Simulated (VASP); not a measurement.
Runs of VASP 6.6.1 on CdS. The structure is that of space group P6_3mc (No. 186), or close to it. The cells are those of the table. 

```csv
task,cell,cutoff (eV),smearing,gap on the mesh (eV),pressure (GPa),relaxed volume (Å³/atom),largest force (eV/Å)
relaxation of cell and atoms,"relaxed from a = 4.199, b = 4.199, c = 6.831 Å, angles 90.0, 90.0, 120.0°, 4 atoms",600,gaussian 0.02 eV,(a),0.0,26.19,-
relaxation of cell and atoms,"relaxed from a = 3.936, b = 3.936, c = 6.353 Å, angles 90.0, 90.0, 120.0°, 4 atoms",600,gaussian 0.1 eV,(b),0.1,26.14,0.02
single point,"a = 4.199, b = 4.199, c = 6.831 Å, angles 90.0, 90.0, 120.0°, 4 atoms",520,gaussian 0.02 eV,1.11,0.2,-,-
single point,"a = 3.936, b = 3.936, c = 6.353 Å, angles 90.0, 90.0, 120.0°, 4 atoms",520,gaussian 0.1 eV,1.58,17.5,-,0.03
single point,"a = 4.199, b = 4.199, c = 6.831 Å, angles 90.0, 90.0, 120.0°, 4 atoms",520,gaussian 0.1 eV,1.11,0.2,-,-
```

Alike in all rows: level PBE; potentials or basis VASP PAW PBE potentials, release 64 (Cd, S); no spin polarisation; k mesh 6 × 6 × 4.

Problem. Estimate the missing entries.

Solution. (a) 1.10; (b) 1.12.

Caveats: the volume moved by over 15 % at a fixed basis, so the end points are rough (some runs); the relaxation stopped at a loose force limit of 0.05 eV/Å, so its end isn't a converged minimum (some runs).

A k mesh can miss the band edges, and the runs leave out spin-orbit coupling on Cd.
